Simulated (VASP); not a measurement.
Sr5P2:

```
Sr P
1.0
    -3.34386    3.47002    4.35381
     3.34386   -3.47002    4.35381
     3.34386    3.47002   -4.35381
Sr P
5 2
Direct
  0.00000 0.00000 0.50000
  0.50000 0.50000 0.50000
  0.00000 0.50000 0.00000
  0.50000 0.00000 0.00000
  0.50000 0.50000 0.00000
  0.50000 0.00000 0.50000
  0.00000 0.00000 0.00000
```

The cell was generated, and may not be a known phase.

```yaml
Program: VASP 6.6.1
Task: relaxation of cell and atoms
Functional: PBE
Potentials_or_basis: VASP PAW PBE potentials, release 64 (Sr_sv, P)
Cutoff: 600 eV
k_mesh: 4 × 4 × 4
Occupations: gaussian, width 0.1 eV
Spin: no spin polarisation
```

At the start: pressure 5.8 GPa; volume 28.87 Å³/atom.

Task: How do energy, volume and symmetry change on relaxing?

Result: Over 9 steps the energy falls by 401.2 meV/atom and the volume is 34.77 Å³/atom (+20.4 %); space group Immm (No. 71, to 0.1 Å) before, I4/mmm (No. 139, to 0.1 Å).

Step by step:
| step | energy change (eV) | largest force (eV/Å) | pressure (GPa) | volume (Å³) |
| --- | --- | --- | --- | --- |
| 1 | 0.0000 | 0.0000 | 5.84 | 202.07 |
| 2 | -1.1469 | 0.0000 | 1.21 | 234.06 |
| 3 | -1.5361 | 0.0000 | -1.56 | 267.39 |
| 4 | -2.3060 | 0.0000 | -1.60 | 265.96 |
| 5 | -2.6944 | 0.0000 | -1.39 | 262.47 |
| 6 | -2.7302 | 0.0000 | -1.28 | 260.69 |
| 7 | -2.7279 | 0.0000 | -1.31 | 261.15 |
| 8 | -2.8080 | 0.0000 | -0.08 | 244.61 |
| 9 | -2.8084 | 0.0000 | 0.02 | 243.37 |

Final structure:
```
Sr P
1.0
    -3.64088    4.56205    3.66309
     3.64088   -4.56205    3.66309
     3.64088    4.56205   -3.66309
Sr P
5 2
Cartesian
  1.8204 2.2810 -1.8315
  1.8204 2.2810 1.8315
  1.8204 -2.2810 1.8315
  -1.8204 2.2810 1.8315
  0.0000 0.0000 3.6631
  0.0000 4.5621 0.0000
  0.0000 0.0000 0.0000
```

Caveat: the volume moved by over 15 % at a fixed basis, so the end points are rough.
